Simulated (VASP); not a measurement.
# Nb3Si2O (P1) in VASP: single point with PBE

Aim: the single point of Nb3Si2O with PBE.

Everything below comes from runs of VASP 6.6.1. Logs are shortened: lines on timing, memory, paths and dates and some standing lists are left out, and cuts for length are marked.

### 1 The cell of the first run

The typed cell holds 12 atoms: a = 3.447 Å, b = 7.501 Å, c = 6.871 Å, α = 90.05°, β = 90.00°, γ = 90.00°.

### 2 Single point, PBE

INCAR reads:

```
PREC = Accurate
ENCUT = 520
EDIFF = 1E-7
ISMEAR = 0
SIGMA = 0.2
LREAL = False
LASPH = True
NELM = 60
ALGO = Normal
ISIF = 2
LWAVE = False
LCHARG = False
GGA = PE
NBANDS = 65
```

KPOINTS reads:

```
regular mesh
0
Gamma
  6 4 4
```

POSCAR reads:

```
Nb3Si2O
1.0
    0.0048209118      0.0028829784      3.4465267991
    7.5011699080     -0.0026214941     -0.0102741257
   -0.0032404008      6.8710643057     -0.0056653930
Nb Si O
6 4 2
Direct
    0.0001831197      0.5489353262      0.5243072119
    0.4999581303      0.8480942935      0.3267794322
    0.0001073914      0.0491583731     -0.0245306018
    0.4999218010      0.1823214453      0.6364125756
    0.4999549929      0.3488563480      0.1732602165
    0.4998864472      0.6828899296      0.8635173202
   -0.0000499479      0.1185322062      0.3529887312
    0.9999412319      0.8889848332      0.6303966548
   -0.0000679786      0.3891708644      0.8694849236
   -0.0000886575      0.6186910229      0.1468578055
    0.5001667097      0.4119058839      0.4690810292
    0.5000867601      0.9124594736      0.0314447010
```

Potentials or basis: VASP PAW PBE potentials, release 64 (Nb_sv, Si, O).

Run with:

```bash
> cat potpaw_PBE.64/Nb_sv/POTCAR potpaw_PBE.64/Si/POTCAR potpaw_PBE.64/O/POTCAR > POTCAR
> mpirun -np 1 vasp_std > vasp.out
```

OUTCAR:

```text
PREC = Accurate
   ENCUT = 520
   EDIFF = 1E-7
   ISMEAR = 0
   LREAL = False
   LASPH = True
   NELM = 60
   ISIF = 2
   GGA = PE

 ion  position               nearest neighbor table
   1  0.000  0.549  0.524-  11 2.04  11 2.04  10 2.65   8 2.65   9 2.66
   2  0.500  0.848  0.327-  12 2.09   7 2.67   7 2.67   8 2.72   8 2.72  10 2.73  10 2.73
   3  0.000  0.049  0.975-  12 2.04  12 2.04   7 2.65   9 2.65   8 2.66
   4  0.500  0.182  0.636-  11 2.07   7 2.64   7 2.64   8 2.80   8 2.80   9 2.82   9 2.82
   5  0.500  0.349  0.173-  11 2.09  10 2.66  10 2.66   9 2.72   9 2.72   7 2.74   7 2.74
   6  0.500  0.683  0.864-  12 2.07  10 2.64  10 2.64   9 2.80   9 2.80   8 2.82   8 2.82
   7  1.000  0.119  0.353-   8 2.57   4 2.64   4 2.64   3 2.65   2 2.67   2 2.67   5 2.74   5 2.74

   8  1.000  0.889  0.630-   7 2.57   1 2.65   3 2.66   2 2.72   2 2.72   4 2.80   4 2.80   6 2.82
                             6 2.82
   9  1.000  0.389  0.869-  10 2.57   3 2.65   1 2.66   5 2.72   5 2.72   6 2.80   6 2.80   4 2.82
                             4 2.82
  10  1.000  0.619  0.147-   9 2.57   6 2.64   6 2.64   1 2.65   5 2.66   5 2.66   2 2.73   2 2.73

  11  0.500  0.412  0.469-   1 2.04   1 2.04   4 2.07   5 2.09
  12  0.500  0.912  0.031-   3 2.04   3 2.04   6 2.07   2 2.09

  LATTYP: Found a simple monoclinic cell.
 ALAT       =     6.8710674054
 B/A-ratio  =     0.5016005772
 C/A-ratio  =     2.2793420059
 COS(beta)  =    -0.8778389274

  Lattice vectors:

 A1 = (  -0.0032404008,   6.8710643057,  -0.0056653930)
 A2 = (   0.0048209118,   0.0028829784,   3.4465267991)
 A3 = (   7.5076507096, -13.7447501055,   0.0010566603)

Analysis of symmetry for initial positions (statically):
=====================================================================
 Subroutine PRICEL returns:
 Original cell was already a primitive cell.

 Routine SETGRP: Setting up the symmetry group for a
 simple monoclinic supercell.

 Subroutine GETGRP returns: Found  1 space group operations
 (whereof  1 operations were pure point group operations)
 out of a pool of  4 trial point group operations.

The static configuration has the point symmetry C_1 .

Analysis of symmetry for dynamics (positions and initial velocities):
=====================================================================
 Subroutine PRICEL returns:
 Original cell was already a primitive cell.

 Routine SETGRP: Setting up the symmetry group for a
 simple monoclinic supercell.

 Subroutine GETGRP returns: Found  1 space group operations
 (whereof  1 operations were pure point group operations)
 out of a pool of  4 trial point group operations.

The dynamic configuration has the point symmetry C_1 .

 Subroutine INISYM returns: Found  1 space group operations
 (whereof  1 operations are pure point group operations),
 and found     1 'primitive' translations

----------------------------------------------------------------------------------------

                                     Primitive cell

  volume of cell :     177.6379

  direct lattice vectors                    reciprocal lattice vectors
     0.004820912  0.002882978  3.446526799     0.000397488  0.000239422  0.290146415
     7.501169908 -0.002621494 -0.010274126     0.133312305  0.000062716 -0.000186526
    -0.003240401  6.871064306 -0.005665393     0.000050695  0.145537784 -0.000121812

  length of vectors
     3.446531377  7.501177402  6.871067405     0.290146786  0.133312450  0.145537844

  position of ions in fractional coordinates (direct lattice)
     0.000183120  0.548935326  0.524307212
     0.499958130  0.848094293  0.326779432
     0.000107391  0.049158373  0.975469398
     0.499921801  0.182321445  0.636412576
     0.499954993  0.348856348  0.173260216
     0.499886447  0.682889930  0.863517320
     0.999950052  0.118532206  0.352988731
     0.999941232  0.888984833  0.630396655
     0.999932021  0.389170864  0.869484924
     0.999911342  0.618691023  0.146857805
     0.500166710  0.411905884  0.469081029
     0.500086760  0.912459474  0.031444701

  ion indices of the primitive-cell ions
   primitive index   ion index
                 1           1
                 2           2
                 3           3
                 4           4
                 5           5
                 6           6
                 7           7
                 8           8
                 9           9
                10          10
                11          11
                12          12

----------------------------------------------------------------------------------------

 KPOINTS: regular mesh

Automatic generation of k-mesh.
 Grid dimensions read from file:
 generate k-points for:    6    4    4

 Generating k-lattice:

  Cartesian coordinates                     Fractional coordinates (reciprocal lattice)
     0.000066248  0.000039904  0.048357736     0.166666667  0.000000000  0.000000000
     0.033328076  0.000015679 -0.000046632     0.000000000  0.250000000 -0.000000000
     0.000012674  0.036384446 -0.000030453     0.000000000  0.000000000  0.250000000

  Length of vectors
     0.048357798  0.033328112  0.036384461

  Shift w.r.t. Gamma in fractional coordinates (k-lattice)
     0.000000000  0.000000000  0.000000000

 Subroutine IBZKPT returns following result:
 ===========================================

 Found     52 irreducible k-points:

 Following reciprocal coordinates:
            Coordinates               Weight
  0.000000  0.000000  0.000000      1.000000
  0.166667  0.000000  0.000000      2.000000
  0.333333 -0.000000  0.000000      2.000000
  0.500000  0.000000  0.000000      1.000000
  0.000000  0.250000  0.000000      2.000000
  0.166667  0.250000  0.000000      2.000000
[... 16 lines left out ...]
  0.166667 -0.250000 -0.250000      2.000000
  0.333333  0.250000  0.250000      2.000000
 [... further k-points ...]
   k-points           NKPTS =     52   k-points in BZ     NKDIM =     52   number of bands    NBANDS=     65
   number of dos      NEDOS =    301   number of ions     NIONS =     12
   total plane-waves  NPLWV =  84672
   dimension x,y,z NGX =    28 NGY =   56 NGZ =   54
   dimension x,y,z NGXF=    56 NGYF=  112 NGZF=  108
   ions per type =               6   4   2
   NGX,Y,Z   is equivalent  to a cutoff of  13.51, 12.41, 13.07 a.u.
   NGXF,Y,Z  is equivalent  to a cutoff of  27.01, 24.82, 26.13 a.u.
 SYSTEM =  unknown system
   PREC   = accura    normal or accurate (medium, high low for compatibility)
   ISTART =      0    job   : 0-new  1-cont  2-samecut
   ICHARG =      2    charge: 1-file 2-atom 10-const
   ISPIN  =      1    spin polarized calculation?
   LNONCOLLINEAR =      F non collinear calculations
   LSORBIT =      F    spin-orbit coupling
   LASPH  =      T    aspherical Exc in radial PAW
   ENCUT  =  520.0 eV  38.22 Ry    6.18 a.u.   6.41 13.95 12.78*2*pi/ulx,y,z
   NELM   =     60;   NELMIN=  2; NELMDL= -5     # of ELM steps
   EDIFF  = 0.1E-06   stopping-criterion for ELM
   LREAL  =      F    real-space projection
   EDIFFG = 0.1E-05   stopping-criterion for IOM
   NSW    =      0    number of steps for IOM
   IBRION =     -1    ionic relax: 0-MD 1-quasi-New 2-CG
   NFREE  =      0    steps in history (QN), initial steepest desc. (CG)
   ISIF   =      2    stress and relaxation
   ISYM   =      2    0-nonsym 1-usesym 2-fastsym
   POTIM  = 0.5000    time-step for ionic-motion
   TEBEG  =    0.0;   TEEND  =   0.0 temperature during run
   PSTRESS=    0.0 pullay stress
   NELECT =     106.0000    total number of electrons
   NUPDOWN=      -1.0000    fix difference up-down
   EMIN   =  10.00;   EMAX   =-10.00  energy-range for DOS
   EFERMI =   0.00;   METHOD = LEGACY
   ISMEAR =     0;   SIGMA  =   0.20  broadening in eV -4-tet -1-fermi 0-gaus
   EFERMI_NEDOS =   21; number of points for ismear=-14 and -15
   IALGO  =     38    algorithm
   IMIX   =      4    mixing-type and parameters
     AMIX     =   0.40;   BMIX     =  1.00
     AMIX_MAG =   1.60;   BMIX_MAG =  1.00
  volume/ion in A,a.u.               =      14.80        99.90
  Fermi-wavevector in a.u.,A,eV,Ry     =   1.378261  2.604536 25.845682  1.899604
  Thomas-Fermi vector in A             =   2.503339
   LORBIT       =      0    0 simple, 1 ext, 2 COOP (PROOUT), +10 PAW based schemes
   GGA     = PE    functional components
   LHFCALC =     F    Hartree Fock is set to
   AEXX    =    0.0000 exact exchange contribution
   IVDW    =     0    specifies the selected vdW correction
   LEPSILON=     F    determine dielectric tensor
   LRPA    =     F    only Hartree local field effects (RPA)
 non-spin polarized calculation
 Gauss-broadening in eV      SIGMA  =   0.20
  energy-cutoff  :      520.00
  volume of cell :      177.64
 maximum number of plane-waves:      4828
 NGX is ok and might be reduce to    28
   NGX = 13   NGY = 27   NGZ = 25

 number of electron     105.9999991 magnetization

 Free energy of the ion-electron system (eV)
  ---------------------------------------------------
  ext. energy  EPLUGINS =         0.00000000
  ---------------------------------------------------
  free energy    TOTEN  =      -103.93805838 eV

  energy without entropy =     -103.80546996  energy(sigma->0) =     -103.87176417

 E-fermi :  11.0722     XC(G=0): -12.0731

 val. band max:       11.0639652481   @ k =  -0.0000   0.5000   0.5000
 cond. band min:      11.0739570661   @ k =  -0.0000   0.5000   0.5000
 fundamental gap:      0.0099918179
 Fermi energy:        11.0721637189

 k-point     1 :       0.0000    0.0000    0.0000
  band No.  band energies     occupation
      1     -44.2933      2.00000
      2     -44.2644      2.00000
      3     -44.2478      2.00000
      4     -44.2303      2.00000
      5     -44.1665      2.00000
      6     -44.1578      2.00000
[... 57 lines left out ...]
     64      12.9054      0.00000
     65      13.4608      0.00000

 k-point     2 :       0.1667    0.0000    0.0000
  band No.  band energies     occupation
      1     -44.2848      2.00000
      2     -44.2599      2.00000
      3     -44.2454      2.00000
      4     -44.2299      2.00000
      5     -44.1641      2.00000
      6     -44.1574      2.00000
[... 1553 lines left out ...]
     64      13.5616      0.00000
     65      13.8067      0.00000

 [... further k-points ...]
[... 5 lines left out ...]
  --------------------------------------------------------------------------------------
  -------------------------------------------------------------------------------------
  Total       -0.2382292     -0.3178007     -0.3307137      0.0100121     -0.0011685     -0.0038044
  in kB       -2.1486710     -2.8663531     -2.9828195      0.0903026     -0.0105389     -0.0343129
  external PRESSURE =      -2.6659479 kB  Pullay stress =       0.0000000 kB

 VOLUME and BASIS-vectors are now :
 -----------------------------------------------------------------------------
  energy-cutoff  :      520.00
  volume of cell :      177.64
      direct lattice vectors                 reciprocal lattice vectors
     0.004820912  0.002882978  3.446526799     0.000397488  0.000239422  0.290146415
     7.501169908 -0.002621494 -0.010274126     0.133312305  0.000062716 -0.000186526
    -0.003240401  6.871064306 -0.005665393     0.000050695  0.145537784 -0.000121812

 POSITION                                       TOTAL-FORCE (eV/Angst)
 -----------------------------------------------------------------------------------
      4.11596      3.60111     -0.00798         0.013929      0.005232     -0.002474
      6.36305      2.24454      1.71255        -0.002904      0.003328     -0.000323
      0.36558      6.70238     -0.00566         0.013446     -0.002074     -0.002003
      1.36797      4.37380      1.71752        -0.012739      0.002226      0.002021
      2.61868      1.19101      1.71854        -0.013870      0.000543     -0.000376
      5.12209      5.93293      1.71096        -0.008068      0.002854      0.002969
      0.89281      2.42798      3.44314         0.000124      0.001225      0.000626
      6.67120      4.33205      3.43362        -0.005802      0.013932      0.000253
      2.92124      5.97615      3.43737        -0.000696     -0.009615      0.000586
      4.64525      1.01033      3.43903         0.001715     -0.003666      0.001480
      3.09067      3.22345      1.71695         0.013697      0.005420     -0.001849
      6.84682      0.21511      1.71401         0.001169     -0.019405     -0.000908
 -----------------------------------------------------------------------------------
    total drift:                                0.000743      0.000159      0.000038

  FREE ENERGIE OF THE ION-ELECTRON SYSTEM (eV)
  ---------------------------------------------------
  free  energy   TOTEN  =      -103.9380583751 eV

  energy  without entropy=     -103.8054699579  energy(sigma->0) =     -103.87176417
```

It took 7.8 min on 1 thread of AMD EPYC 9R45 (Zen 5), shared host; peak memory 0.53 GiB.

What came out:

```
Free energy            : -103.9381 eV
Pressure               : -0.3 GPa
Largest force          : 0.019 eV/Å
Band gap on the k mesh : zero (band 53 reaches 11.43 eV, above the bottom of band 54 at 10.69 eV)
```

Forces on the atoms (eV/Å):
```
Nb   0.014  0.005 -0.002
Nb  -0.003  0.003  0.000
Nb   0.013 -0.002 -0.002
Nb  -0.013  0.002  0.002
Nb  -0.014  0.001  0.000
Nb  -0.008  0.003  0.003
Si   0.000  0.001  0.001
Si  -0.006  0.014  0.000
Si  -0.001 -0.010  0.001
Si   0.002 -0.004  0.001
O    0.014  0.005 -0.002
O    0.001 -0.019 -0.001
```

Levels at points of the mesh, in eV from the Fermi level:
```csv
k point,band 50,band 51,band 52,band 53,band 54,band 55,band 56,band 57
"(0.00, 0.00, 0.00)",-0.57,-0.39,-0.12,0.10,0.26,0.31,0.75,0.86
"(0.50, 0.00, 0.00)",-1.26,-1.06,-0.83,-0.52,-0.39,-0.07,1.05,1.85
"(0.00, 0.50, 0.00)",-0.95,-0.23,-0.22,0.05,0.05,0.37,0.38,0.64
"(0.50, 0.50, 0.00)",-1.66,-0.58,-0.56,0.22,0.23,0.76,0.77,1.44
"(0.00, 0.00, 0.50)",-0.72,-0.68,-0.39,-0.29,-0.27,0.34,0.42,0.49
"(0.50, 0.00, 0.50)",-1.61,-1.50,-0.26,0.33,0.40,0.72,0.95,1.16
"(0.00, 0.50, 0.50)",-1.04,-0.44,-0.43,-0.25,-0.24,-0.01,0.00,0.63
"(0.50, 0.50, 0.50)",-1.80,-0.86,-0.86,0.36,0.36,1.28,1.29,1.82
```
